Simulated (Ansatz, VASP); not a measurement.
Two plane-wave programs on Si7Ge

```
CELL_PARAMETERS angstrom
5.57143 0.00000 0.00000
0.00000 5.57143 0.00000
0.00000 0.00000 5.79985
ATOMIC_POSITIONS crystal
Si 0.25260 0.25260 0.25260
Si 0.00000 0.50000 0.50000
Si 0.50000 0.50000 0.00000
Si 0.50000 0.00000 0.50000
Si 0.74740 0.25260 0.74740
Si 0.74740 0.74740 0.25260
Si 0.25260 0.74740 0.74740
Ge 0.00000 0.00000 0.00000
```

Alike in both runs: task single point; functional PBEsol; k mesh 8 × 8 × 8; occupations gaussian, width 0.03 eV; no spin polarisation.

```csv
,VASP,Ansatz
version,VASP 6.6.1,Ansatz 0.2.0
potentials or method,"VASP PAW PBE potentials, release 64 (Si, Ge_d), cutoff 520 eV","scalar-relativistic, plane waves, PAW"
valence electrons in the cell,42,42
```

Ansatz gave:

| Item | Value |
| --- | --- |
| gap on the k mesh at the Fermi level (eV) | 0.33 |
| least direct gap on the mesh (eV) | 0.33 |
| pressure (GPa) | -7.4 |
| traceless stress, the component that is largest in VASP (GPa) | -2.52 |
| rms of the force components (eV/Å) | 0.006 |

Question: Estimate VASP's values.

Answer: gap on the k mesh at the Fermi level (eV): 0.33; least direct gap on the mesh (eV): 0.33; pressure (GPa): -7.3; traceless stress, the component that is largest in VASP (GPa): -2.52; rms of the force components (eV/Å): 0.003.

VASP's potentials were made for PBE, not for PBEsol, and Ansatz warns of the same on its side. Atom by atom the forces differ by 0.003 eV/Å (rms over components). The functional is the same, so the differences come from potentials, cutoffs and numerics.
